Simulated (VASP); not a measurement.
# Li (Im-3m) in VASP: settings compared, part 2 of 3

VASP 6.6.1. The steps go on from the part before.

## (3) Relaxation of cell and atoms, r2SCAN+D3(BJ)

File POSCAR:

```
Li
1.0
   -1.7546500000      1.7546500000      1.7546500000
    1.7546500000     -1.7546500000      1.7546500000
    1.7546500000      1.7546500000     -1.7546500000
Li
1
Direct
    0.0000000000      0.0000000000      0.0000000000
```

File INCAR.step1:

```
SYSTEM = Li
PREC = Accurate ; ENCUT = 600
ISMEAR = -1 ; SIGMA = 0.05
LREAL = .False. ; LASPH = .True.
NELM = 100 ; GGA = PE
ALGO = Normal ; EDIFF = 1E-4
LWAVE = .True. ; LCHARG = .False.
```

File INCAR.step2:

```
SYSTEM = Li
PREC = Accurate ; ENCUT = 600
EDIFF = 1E-7 ; ISMEAR = -1
SIGMA = 0.05 ; LREAL = .False.
LASPH = .True. ; NELM = 100
ALGO = Normal ; ISIF = 3
LWAVE = .False. ; LCHARG = .False.
METAGGA = R2SCAN ; LMIXTAU = .True.
IVDW = 12 ; VDW_S6 = 1.0
VDW_S8 = 0.78981345 ; VDW_A1 = 0.49484001
VDW_A2 = 5.73083694 ; IBRION = 2
NSW = 60 ; EDIFFG = -0.01
ISTART = 1
```

File KPOINTS:

```
Automatic mesh
0
Gamma
  11 11 11
  0 0 0
```

Potentials or basis: VASP PAW PBE potentials, release 64 (Li_sv).

Launch:

```bash
cat potpaw_PBE.64/Li_sv/POTCAR > POTCAR
cp INCAR.step1 INCAR
mpirun -np 1 vasp_std > vasp.out
cp INCAR.step2 INCAR
mpirun -np 1 vasp_std > vasp.out
```

OUTCAR:

```text
SYSTEM = Li
   PREC = Accurate
   ENCUT = 600
   EDIFF = 1E-7
   ISMEAR = -1
   LREAL = .False.
   LASPH = .True.
   NELM = 100
   ISIF = 3
   METAGGA = R2SCAN
   IVDW = 12
   IBRION = 2
   NSW = 60
   EDIFFG = -0.01
   ISTART = 1
 IVDW          = 12

 ion  position               nearest neighbor table
   1  0.000  0.000  0.000-

  LATTYP: Found a body centered cubic cell.
 ALAT       =     3.5093000000

  Lattice vectors:

 A1 = (  -1.7546500000,   1.7546500000,   1.7546500000)
 A2 = (   1.7546500000,  -1.7546500000,   1.7546500000)
 A3 = (   1.7546500000,   1.7546500000,  -1.7546500000)

Analysis of symmetry for initial positions (statically):
=====================================================================
 Subroutine PRICEL returns:
 Original cell was already a primitive cell.

 Routine SETGRP: Setting up the symmetry group for a
 body centered cubic supercell.

 Subroutine GETGRP returns: Found 48 space group operations
 (whereof 48 operations were pure point group operations)
 out of a pool of 48 trial point group operations.

The static configuration has the point symmetry O_h .

Analysis of symmetry for dynamics (positions and initial velocities):
=====================================================================
 Subroutine PRICEL returns:
 Original cell was already a primitive cell.

 Routine SETGRP: Setting up the symmetry group for a
 body centered cubic supercell.

[... 138 lines left out ...]
   NGX = 13   NGY = 13   NGZ = 13

--------------------------------------- Ionic step        1  -------------------------------------------

 number of electron       2.9999991 magnetization

 Free energy of the ion-electron system (eV)
  ---------------------------------------------------
  ext. energy  EPLUGINS =         0.00000000
  ---------------------------------------------------
  free energy    TOTEN  =        -2.38813197 eV

  energy without entropy =       -2.38457875  energy(sigma->0) =       -2.38635536

------------------------ aborting loop because EDIFF is reached ----------------------------------------

 Edisp (eV)   -0.07467

 E8    (eV) :    -0.0241
[... 186 lines left out ...]
--------------------------------------- Ionic step        6  -------------------------------------------

 number of electron       3.0000007 magnetization

 Free energy of the ion-electron system (eV)
  ---------------------------------------------------
  ext. energy  EPLUGINS =         0.00000000
  ---------------------------------------------------
  free energy    TOTEN  =        -2.38471909 eV

  energy without entropy =       -2.38114972  energy(sigma->0) =       -2.38293440

 E-fermi :   0.8034     XC(G=0):  -7.5834

 val. band max:        0.7893532406   @ k =   0.4545   0.0000   0.0000
 cond. band min:       1.0041888412   @ k =   0.1818   0.1818   0.1818
 fundamental gap:      0.2148356006
 Fermi energy:         0.8034389043

 k-point     1 :       0.0000    0.0000    0.0000
  band No.  band energies     occupation
      1     -47.1862      2.00000
      2      -3.1611      2.00000
      3      17.7053      0.00000
      4      17.7065      0.00000
      5      17.7065      0.00000
[... 177 lines left out ...]
 k-point    24 :       0.3636    0.1818    0.0909
  band No.  band energies     occupation
      1     -47.1601      2.00000
      2       2.1499      0.00000
      3       4.4609      0.00000
      4       8.3539      0.00000
      5      11.5251      0.00000

 [... further k-points ...]

------------------------ aborting loop because EDIFF is reached ----------------------------------------

 Edisp (eV)   -0.08435

 E8    (eV) :    -0.0273
[... 24 lines left out ...]
  FREE ENERGIE OF THE ION-ELECTRON SYSTEM (eV)
  ---------------------------------------------------
  free  energy   TOTEN  =        -2.4690712772 eV

  energy  without entropy=       -2.4655019066  energy(sigma->0) =       -2.46728659

 reached required accuracy - stopping structural energy minimisation
```

OUTCAR.step1:

```text
SYSTEM = Li
   PREC = Accurate
   ENCUT = 600
   ISMEAR = -1
   LREAL = .False.
   LASPH = .True.
[... 408 lines left out ...]
 -----------------------------------------------------------------------------------
      0.00000      0.00000      0.00000         0.000000      0.000000      0.000000
 -----------------------------------------------------------------------------------
    total drift:                               -0.000000      0.000000      0.000000

  FREE ENERGIE OF THE ION-ELECTRON SYSTEM (eV)
  ---------------------------------------------------
  free  energy   TOTEN  =        -1.9061886179 eV

  energy  without entropy=       -1.9024763288  energy(sigma->0) =       -1.90433247
```

It took 94 s on 1 thread of Intel Xeon Platinum 8488C (Sapphire Rapids), shared host; peak memory 0.14 GiB.

Results:

| Property | Result |
| --- | --- |
| Free energy | -2.4691 eV |
| Relaxed volume | 19.22 Å³/atom |
| Relaxed cell | a = 2.923 Å, b = 2.923 Å, c = 2.923 Å, α = 109.47°, β = 109.47°, γ = 109.47° |
| Space group after relaxing (to 0.1 Å) | Im-3m (No. 229) |
| Energy gained by relaxing | 6.3 meV/atom |
| Ionic steps | 6 |
| Pressure after relaxing | 0.0 GPa |
| Band gap on the k mesh | zero (an odd number of electrons rules out a gap without spin polarisation) |
| Dispersion energy per atom | -0.084 eV |

The path:
```csv
step,energy change (eV),largest force (eV/Å),pressure (GPa),volume (Å³)
1,0.0000,0.0000,-1.02,21.61
2,-0.0025,0.0000,-0.96,21.18
3,-0.0058,0.0000,-0.33,19.93
4,-0.0064,0.0000,-0.12,19.35
5,-0.0058,0.0000,0.25,18.97
6,-0.0063,0.0000,0.03,19.22
```

Final structure:
```cif
data_structure
_symmetry_space_group_name_H-M 'P 1'
_symmetry_Int_Tables_number 1
_cell_length_a 2.9227
_cell_length_b 2.9227
_cell_length_c 2.9227
_cell_angle_alpha 109.471
_cell_angle_beta 109.471
_cell_angle_gamma 109.471
_cell_volume 19.22
loop_
_atom_site_label
_atom_site_type_symbol
_atom_site_fract_x
_atom_site_fract_y
_atom_site_fract_z
_atom_site_occupancy
Li1 Li 0.00000 0.00000 0.00000 1
```

Caveat: the cutoff is under 1.25 times the usual one of these potentials, so pressure, stress and relaxed cells hold a basis-set (Pulay) error; the PAW data sets were made with another functional, which shifts forces and pressure a little.

[end of part 2 of 3]
